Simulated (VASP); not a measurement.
# Pd (Fm-3m) in VASP: single point with PBE

Aim: the single point of Pd with PBE.

All numbers are computed with VASP 6.6.1; they aren't measurements. Logs are shortened: lines on timing, memory, paths and dates and some standing lists are left out, and cuts for length are marked.

### Step 1. The cell of the first run

The structure is cubic, space group Fm-3m (No. 225). The conventional cell has a = 3.890 Å, b = 3.890 Å, c = 3.890 Å, α = 90.00°, β = 90.00°, γ = 90.00°. Within 3.6 Å of Pd (site symmetry m-3m) lie 12 Pd at 2.75 Å.

### Step 2. Single point, PBE

INCAR

```
SYSTEM = Pd
  PREC = Accurate
  ENCUT = 500
  EDIFF = 1E-6
  ISMEAR = 0
  SIGMA = 0.1
  LREAL = .False.
  LASPH = .True.
  NELM = 120
  ALGO = Normal
  ISIF = 2
  LWAVE = .False.
  LCHARG = .False.
  GGA = PE
  NBANDS = 11
  GGA_COMPAT = .False.
```

KPOINTS

```
Automatic mesh
0
Gamma
  8 8 8
  0 0 0
```

POSCAR

```
Pd
1.0
    0.0000000000      1.9449000000      1.9449000000
    1.9449000000      0.0000000000      1.9449000000
    1.9449000000      1.9449000000      0.0000000000
Pd
1
Direct
    0.0000000000      0.0000000000      0.0000000000
```

Potentials or basis: VASP PAW PBE potentials, release 64 (Pd).

Run with:

```bash
> cat potpaw_PBE.64/Pd/POTCAR > POTCAR
> mpirun -np 1 vasp_std > vasp.out
```

OUTCAR:

```text
SYSTEM = Pd
   PREC = Accurate
   ENCUT = 500
   EDIFF = 1E-6
   ISMEAR = 0
   LREAL = .False.
   LASPH = .True.
   NELM = 120
   ISIF = 2
   GGA = PE

 ion  position               nearest neighbor table
   1  0.000  0.000  0.000-

  LATTYP: Found a face centered cubic cell.
 ALAT       =     3.8898000000

  Lattice vectors:

 A1 = (   0.0000000000,   1.9449000000,   1.9449000000)
 A2 = (   1.9449000000,   0.0000000000,   1.9449000000)
 A3 = (   1.9449000000,   1.9449000000,   0.0000000000)

Analysis of symmetry for initial positions (statically):
=====================================================================
 Subroutine PRICEL returns:
 Original cell was already a primitive cell.

 Routine SETGRP: Setting up the symmetry group for a
 face centered cubic supercell.

 Subroutine GETGRP returns: Found 48 space group operations
 (whereof 48 operations were pure point group operations)
 out of a pool of 48 trial point group operations.

The static configuration has the point symmetry O_h .

Analysis of symmetry for dynamics (positions and initial velocities):
=====================================================================
 Subroutine PRICEL returns:
 Original cell was already a primitive cell.

 Routine SETGRP: Setting up the symmetry group for a
 face centered cubic supercell.

 Subroutine GETGRP returns: Found 48 space group operations
 (whereof 48 operations were pure point group operations)
 out of a pool of 48 trial point group operations.

The dynamic configuration has the point symmetry O_h .

 Subroutine INISYM returns: Found 48 space group operations
 (whereof 48 operations are pure point group operations),
 and found     1 'primitive' translations

----------------------------------------------------------------------------------------

                                     Primitive cell

  volume of cell :      14.7137

  direct lattice vectors                    reciprocal lattice vectors
     0.000000000  1.944900000  1.944900000    -0.257082626  0.257082626  0.257082626
     1.944900000  0.000000000  1.944900000     0.257082626 -0.257082626  0.257082626
     1.944900000  1.944900000  0.000000000     0.257082626  0.257082626 -0.257082626

  length of vectors
     2.750503957  2.750503957  2.750503957     0.445280171  0.445280171  0.445280171

  position of ions in fractional coordinates (direct lattice)
     0.000000000  0.000000000  0.000000000

  ion indices of the primitive-cell ions
   primitive index   ion index
                 1           1

----------------------------------------------------------------------------------------

 KPOINTS: Automatic mesh

Automatic generation of k-mesh.
 Grid dimensions read from file:
 generate k-points for:    8    8    8

 Generating k-lattice:

  Cartesian coordinates                     Fractional coordinates (reciprocal lattice)
    -0.032135328  0.032135328  0.032135328     0.125000000  0.000000000  0.000000000
     0.032135328 -0.032135328  0.032135328     0.000000000  0.125000000  0.000000000
     0.032135328  0.032135328 -0.032135328     0.000000000  0.000000000  0.125000000

  Length of vectors
     0.055660021  0.055660021  0.055660021

  Shift w.r.t. Gamma in fractional coordinates (k-lattice)
     0.000000000  0.000000000  0.000000000

 Subroutine IBZKPT returns following result:
 ===========================================

 Found     29 irreducible k-points:

 Following reciprocal coordinates:
            Coordinates               Weight
  0.000000  0.000000  0.000000      1.000000
  0.125000  0.000000  0.000000      8.000000
  0.250000  0.000000  0.000000      8.000000
  0.375000  0.000000  0.000000      8.000000
  0.500000  0.000000  0.000000      4.000000
  0.125000  0.125000  0.000000      6.000000
[... 16 lines left out ...]
  0.500000  0.250000  0.125000     48.000000
 -0.375000  0.250000  0.125000     24.000000
 [... further k-points ...]
   k-points           NKPTS =     29   k-points in BZ     NKDIM =     29   number of bands    NBANDS=     11
   number of dos      NEDOS =    301   number of ions     NIONS =      1
   total plane-waves  NPLWV =   8000
   dimension x,y,z NGX =    20 NGY =   20 NGZ =   20
   dimension x,y,z NGXF=    40 NGYF=   40 NGZF=   40
   ions per type =               1
   NGX,Y,Z   is equivalent  to a cutoff of  12.09, 12.09, 12.09 a.u.
   NGXF,Y,Z  is equivalent  to a cutoff of  24.18, 24.18, 24.18 a.u.
 SYSTEM =  Pd
   PREC   = accura    normal or accurate (medium, high low for compatibility)
   ISTART =      0    job   : 0-new  1-cont  2-samecut
   ICHARG =      2    charge: 1-file 2-atom 10-const
   ISPIN  =      1    spin polarized calculation?
   LNONCOLLINEAR =      F non collinear calculations
   LSORBIT =      F    spin-orbit coupling
   LASPH  =      T    aspherical Exc in radial PAW
   ENCUT  =  500.0 eV  36.75 Ry    6.06 a.u.   5.01  5.01  5.01*2*pi/ulx,y,z
   NELM   =    120;   NELMIN=  2; NELMDL= -5     # of ELM steps
   EDIFF  = 0.1E-05   stopping-criterion for ELM
   LREAL  =      F    real-space projection
   EDIFFG = 0.1E-04   stopping-criterion for IOM
   NSW    =      0    number of steps for IOM
   IBRION =     -1    ionic relax: 0-MD 1-quasi-New 2-CG
   NFREE  =      0    steps in history (QN), initial steepest desc. (CG)
   ISIF   =      2    stress and relaxation
   ISYM   =      2    0-nonsym 1-usesym 2-fastsym
   POTIM  = 0.5000    time-step for ionic-motion
   TEBEG  =    0.0;   TEEND  =   0.0 temperature during run
   PSTRESS=    0.0 pullay stress
   NELECT =      10.0000    total number of electrons
   NUPDOWN=      -1.0000    fix difference up-down
   EMIN   =  10.00;   EMAX   =-10.00  energy-range for DOS
   EFERMI =   0.00;   METHOD = LEGACY
   ISMEAR =     0;   SIGMA  =   0.10  broadening in eV -4-tet -1-fermi 0-gaus
   EFERMI_NEDOS =   21; number of points for ismear=-14 and -15
   IALGO  =     38    algorithm
   IMIX   =      4    mixing-type and parameters
     AMIX     =   0.40;   BMIX     =  1.00
     AMIX_MAG =   1.60;   BMIX_MAG =  1.00
  volume/ion in A,a.u.               =      14.71        99.29
  Fermi-wavevector in a.u.,A,eV,Ry     =   1.439354  2.719984 28.187725  2.071739
  Thomas-Fermi vector in A             =   2.558219
   LORBIT       =      0    0 simple, 1 ext, 2 COOP (PROOUT), +10 PAW based schemes
   GGA     = PE    functional components
   LHFCALC =     F    Hartree Fock is set to
   AEXX    =    0.0000 exact exchange contribution
   IVDW    =     0    specifies the selected vdW correction
   LEPSILON=     F    determine dielectric tensor
   LRPA    =     F    only Hartree local field effects (RPA)
 non-spin polarized calculation
 Gauss-broadening in eV      SIGMA  =   0.10
  energy-cutoff  :      500.00
  volume of cell :       14.71
 maximum number of plane-waves:       388
   NGX =  9   NGY =  9   NGZ =  9

 number of electron      10.0000000 magnetization

 Free energy of the ion-electron system (eV)
  ---------------------------------------------------
  ext. energy  EPLUGINS =         0.00000000
  ---------------------------------------------------
  free energy    TOTEN  =        -5.18786445 eV

  energy without entropy =       -5.17640393  energy(sigma->0) =       -5.18213419

 E-fermi :   9.9327     XC(G=0): -13.1935

 val. band max:        9.9319990529   @ k =   0.5000   0.2500   0.0000
 cond. band min:      10.0248525496   @ k =   0.5000   0.3750   0.0000
 fundamental gap:      0.0928534968
 Fermi energy:         9.9327057861

 k-point     1 :       0.0000    0.0000    0.0000
  band No.  band energies     occupation
      1       2.6671      2.00000
      2       7.0119      2.00000
      3       7.0119      2.00000
      4       7.0119      2.00000
      5       8.6271      2.00000
      6       8.6271      2.00000
      7      27.0215      0.00000
      8      31.8068      0.00000
      9      31.8068      0.00000
     10      31.8068      0.00000
     11      36.1490      0.00000

 k-point     2 :       0.1250    0.0000    0.0000
  band No.  band energies     occupation
      1       3.2161      2.00000
      2       6.8412      2.00000
      3       7.1849      2.00000
      4       7.1849      2.00000
      5       8.5598      2.00000
      6       8.5598      2.00000
      7      27.4634      0.00000
      8      29.1105      0.00000
      9      32.4325      0.00000
     10      32.4325      0.00000
     11      36.6485      0.00000

 k-point     3 :       0.2500    0.0000    0.0000
  band No.  band energies     occupation
      1       4.3610      2.00000
      2       6.9723      2.00000
      3       7.3036      2.00000
      4       7.3036      2.00000
      5       8.7794      2.00000
      6       8.7794      2.00000
      7      24.3861      0.00000
      8      28.0720      0.00000
      9      33.5100      0.00000
     10      33.5100      0.00000
     11      35.6747      0.00000

 k-point     4 :       0.3750    0.0000    0.0000
  band No.  band energies     occupation
      1       4.6191      2.00000
      2       7.0839      2.00000
      3       7.0839      2.00000
      4       8.9507      2.00000
      5       9.4728      2.00000
      6       9.4728      2.00000
      7      19.8575      0.00000
      8      26.9313      0.00000
      9      31.9997      0.00000
     10      31.9997      0.00000
     11      36.6211      0.00000
[... 239 lines left out ...]
 k-point    22 :       0.3750    0.2500    0.1250
  band No.  band energies     occupation
      1       5.3622      2.00000
      2       5.9878      2.00000
      3       7.0511      2.00000
      4       8.3014      2.00000
      5       8.4845      2.00000
      6      10.1392      0.00350
      7      24.9275      0.00000
      8      25.7465      0.00000
      9      29.2039      0.00000
     10      31.8485      0.00000
     11      35.5577      0.00000

 k-point    23 :       0.5000    0.2500    0.1250
  band No.  band energies     occupation
      1       5.5324      2.00000
      2       6.4042      2.00000
      3       6.8203      2.00000
      4       8.1123      2.00000
      5       9.3370      2.00000
      6      12.3318      0.00000
      7      20.5676      0.00000
      8      25.0034      0.00000
      9      27.1905      0.00000
     10      31.9762      0.00000
     11      35.6870      0.00000

 k-point    24 :      -0.3750    0.2500    0.1250
  band No.  band energies     occupation
      1       5.4733      2.00000
      2       6.2087      2.00000
      3       7.4053      2.00000
      4       7.8783      2.00000
      5       9.7064      1.99863
      6      14.7023      0.00000
      7      17.2450      0.00000
      8      25.5166      0.00000
      9      25.8447      0.00000
     10      31.0424      0.00000
     11      36.2342      0.00000

 [... further k-points ...]

------------------------ aborting loop because EDIFF is reached ----------------------------------------

  FORCE on cell =-STRESS in cart. coord.  units (eV):
  Direction    XX          YY          ZZ          XY          YZ          ZX
  --------------------------------------------------------------------------------------
  -------------------------------------------------------------------------------------
  Total        0.7528428      0.7528428      0.7528428      0.0000000     -0.0000000      0.0000000
  in kB       81.9771973     81.9771973     81.9771973      0.0000000     -0.0000000      0.0000000
  external PRESSURE =      81.9771973 kB  Pullay stress =       0.0000000 kB

 VOLUME and BASIS-vectors are now :
 -----------------------------------------------------------------------------
  energy-cutoff  :      500.00
  volume of cell :       14.71
      direct lattice vectors                 reciprocal lattice vectors
     0.000000000  1.944900000  1.944900000    -0.257082626  0.257082626  0.257082626
     1.944900000  0.000000000  1.944900000     0.257082626 -0.257082626  0.257082626
     1.944900000  1.944900000  0.000000000     0.257082626  0.257082626 -0.257082626

 POSITION                                       TOTAL-FORCE (eV/Angst)
 -----------------------------------------------------------------------------------
      0.00000      0.00000      0.00000         0.000000      0.000000      0.000000
 -----------------------------------------------------------------------------------
    total drift:                                0.000000     -0.000000     -0.000000

  FREE ENERGIE OF THE ION-ELECTRON SYSTEM (eV)
  ---------------------------------------------------
  free  energy   TOTEN  =        -5.1878644453 eV

  energy  without entropy=       -5.1764039332  energy(sigma->0) =       -5.18213419
```

It took 5.7 s on 1 thread of Intel Xeon Platinum 8375C at 2.90GHz (Ice Lake), shared host; peak memory 0.12 GiB.

Results:

```
Free energy            : -5.1879 eV
Pressure               : 8.2 GPa
Band gap on the k mesh : zero (band 5 reaches 10.16 eV, above the bottom of band 6 at 8.56 eV)
```
